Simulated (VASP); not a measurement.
Crystal: BP.

```
CELL_PARAMETERS angstrom
-3.00874 3.00874 3.95155
3.00874 -3.00874 3.95155
3.00874 3.00874 -3.95155
ATOMIC_POSITIONS crystal
B 0.17487 0.44450 0.00000
B 0.55550 0.55550 0.73037
B 0.00000 0.00000 0.00000
B 0.82513 0.82513 0.26963
B 0.44450 0.17487 0.00000
P 0.32513 0.32513 0.26963
P 0.94450 0.67487 0.00000
P 0.67487 0.94450 0.00000
P 0.05550 0.05550 0.73037
P 0.50000 0.50000 0.00000
```

* Program: VASP 6.6.1
* Task: relaxation of cell and atoms
* Functional: PBE
* Potentials or basis: VASP PAW PBE potentials, release 64 (B, P)
* Cutoff: 600 eV
* k mesh: 4 × 4 × 4
* Occupations: gaussian, width 0.1 eV
* Spin: no spin polarisation

At the start: pressure 16.5 GPa; volume 14.31 Å³/atom.

Q: Where does the relaxation end?

A: Over 9 steps the energy falls by 122.3 meV/atom and the volume is 15.72 Å³/atom (+9.9 %); space group I-42m (No. 121, to 0.05 Å).

The path:
| step | energy change (eV) | largest force (eV/Å) | pressure (GPa) | volume (Å³) |
| --- | --- | --- | --- | --- |
| 1 | 0.0000 | 3.5972 | 16.51 | 143.09 |
| 2 | 2.0081 | 5.6109 | -8.73 | 175.80 |
| 3 | -1.1465 | 0.7840 | 1.95 | 153.84 |
| 4 | -1.1513 | 0.6378 | 2.51 | 153.25 |
| 5 | -1.1516 | 0.5859 | 2.72 | 153.04 |
| 6 | -1.2130 | 0.2300 | -0.93 | 158.77 |
| 7 | -1.2180 | 0.1184 | -0.19 | 157.50 |
| 8 | -1.2221 | 0.0656 | -0.08 | 157.34 |
| 9 | -1.2230 | 0.0324 | 0.00 | 157.22 |

Final structure:
```
CELL_PARAMETERS angstrom
-3.08623 3.08623 4.12665
3.08623 -3.08623 4.12665
3.08623 3.08623 -4.12665
ATOMIC_POSITIONS crystal
B 0.17411 0.44851 0.00000
B 0.55149 0.55149 0.72560
B 0.00000 0.00000 0.00000
B 0.82589 0.82589 0.27440
B 0.44851 0.17411 0.00000
P 0.32828 0.32828 0.28266
P 0.95438 0.67172 0.00000
P 0.67172 0.95438 0.00000
P 0.04562 0.04562 0.71734
P 0.50000 0.50000 0.00000
```
